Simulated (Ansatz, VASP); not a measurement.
**One calculation of PbO2, two programs**

```
Pb O
1.0
     0.00000    2.70199    2.70199
     2.70199    0.00000    2.70199
     2.70199    2.70199    0.00000
Pb O
1 2
Direct
  0.00000 0.00000 0.00000
  0.75000 0.75000 0.75000
  0.25000 0.25000 0.25000
```

Alike in both runs: task relaxation of cell and atoms; functional RPBE; k mesh 9 × 9 × 9; occupations fermi-dirac, width 0.05 eV; no spin polarisation.

```csv
,VASP,Ansatz
version,VASP 6.6.1,Ansatz 0.2.0
potentials or method,"VASP PAW PBE potentials, release 64 (Pb_d, O)",Ansatz PAW
plane-wave cutoff (eV),600,420
valence electrons in the cell,26,26
```

|  | VASP | Ansatz | Ansatz less VASP |
| --- | --- | --- | --- |
| gap on the k mesh at the Fermi level, each at its own relaxed structure (eV) | none | none | - |
| relaxed volume (Å³/atom) | 13.60 | 13.59 | -0.004 |
| relaxed length of the cell vector where the two differ most in proportion (Å) | 3.864 | 3.863 | -0.0004 |

VASP's potentials were made for PBE, not for RPBE. A gap of «none» marks a metal or a gap that the smearing closes.

Spin-orbit coupling is off throughout. Noted on Ansatz's run: the plane-wave basis is chosen anew once the cell has moved, so the energies of steps on either side of that aren't comparable.
